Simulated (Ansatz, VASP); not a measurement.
# Two plane-wave programs on Tl

File INCAR:

```
SYSTEM = Tl
PREC     = Accurate       ! precision mode
ENCUT    = 520            ! plane-wave cutoff, eV
EDIFF    = 1E-7           ! SCF threshold, eV
ISMEAR   = -1             ! smearing method
SIGMA    = 0.05           ! smearing width, eV
LREAL    = .FALSE.        ! projectors in reciprocal space
LASPH    = .TRUE.         ! aspherical terms in the spheres
NELM     = 100            ! most SCF steps
ALGO     = Fast           ! electronic algorithm
ISIF     = 2              ! what is computed and relaxed
LWAVE    = .FALSE.        ! write WAVECAR
LCHARG   = .FALSE.        ! write CHGCAR
GGA      = PS             ! functional
NBANDS   = 20             ! bands
```

Contents of KPOINTS:

```
Automatic mesh
0
G
  9 9 5
  0 0 0
```

Contents of POSCAR:

```
Tl
1.0
    3.4560000000      0.0000000000      0.0000000000
   -1.7280000000      2.9929837955      0.0000000000
    0.0000000000      0.0000000000      5.5250000000
Tl
2
Direct
    0.6666666667      0.3333333333      0.7500000000
    0.3333333333      0.6666666667      0.2500000000
```

Contents of input.yaml:

```yaml
crystal:
  lattice:
    - [3.456, 0.0, 0.0]
    - [-1.728, 2.9929837955, 0.0]
    - [0.0, 0.0, 5.525]
  atoms:
    - { symbol: Tl, position: [0.6666666667, 0.3333333333, 0.75] }
    - { symbol: Tl, position: [0.3333333333, 0.6666666667, 0.25] }
hamiltonian:
  xc: pbesol
  pseudopotentials: { kind: paw }
kpoints:
  mp_grid: { grid: [9, 9, 5] }
scf:
  occupations: { method: fermi_dirac, width: 0.05 }
output:
  forces: true
  stress: true
  eigenvalues: true
```

Alike in both runs: task single point; functional PBEsol; k mesh 9 × 9 × 5; occupations fermi-dirac, width 0.05 eV; no spin polarisation.

```csv
,VASP,Ansatz
version,VASP 6.6.1,Ansatz 0.2.0
potentials or method,"VASP PAW PBE potentials, release 64 (Tl_d)",Ansatz PAW
plane-wave cutoff (eV),520,420
valence electrons in the cell,26,26
```

Ansatz gave:

* gap on the k mesh at the Fermi level (eV): none
* pressure (GPa): 0.2
* traceless stress, the component that is largest in VASP (GPa): 0.86

Task: What did VASP give for the same quantities?

Result: gap on the k mesh at the Fermi level (eV): none; pressure (GPa): 0.2; traceless stress, the component that is largest in VASP (GPa): 0.85.

VASP's potentials were made for PBE, not for PBEsol. A gap of «none» marks a metal or a gap that the smearing closes.

Spin-orbit coupling is off throughout.
